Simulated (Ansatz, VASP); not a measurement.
In3GaAs4: VASP beside Ansatz

```xyz
8
Lattice="4.2904 0.0000 0.0000 0.0000 4.2904 0.0000 0.0000 0.0000 12.2022" Properties=species:S:1:pos:R:3 pbc="T T T"
In    0.0000    0.0000    9.0459
In    0.0000    0.0000    3.1563
In    2.1452    2.1452    0.0000
Ga    2.1452    2.1452    6.1011
As    2.1452    0.0000    4.7428
As    0.0000    2.1452    1.5787
As    2.1452    0.0000   10.6235
As    0.0000    2.1452    7.4594
```

Alike in both runs: functional PBE; k mesh 10 × 10 × 4; occupations gaussian, width 0.1 eV; no spin polarisation.

Ansatz relaxed the structure, and its values are those at the end. VASP's run is a single point on that final structure, the one shown.

|  | VASP | Ansatz |
| --- | --- | --- |
| version | VASP 6.6.1 | Ansatz 0.2.0 |
| potentials or method | VASP PAW PBE potentials, release 64 (In_d, Ga_d, As), cutoff 520 eV | scalar-relativistic, plane waves, PAW |
| valence electrons in the cell | 72 | 112 |

Ansatz gave:

| Item | Value |
| --- | --- |
| gap on the k mesh at the Fermi level (eV) | none |
| pressure (GPa) | 0.0 |
| rms of the force components (eV/Å) | 0.003 |

Problem. What did VASP give for the same quantities?

Solution. gap on the k mesh at the Fermi level (eV): none; pressure (GPa): 0.1; rms of the force components (eV/Å): 0.005.

A gap of «none» marks a metal or a gap that the smearing closes. VASP's potentials hold 72 valence electrons a cell and Ansatz's 112, so a difference there can come from the potentials and not from the codes.
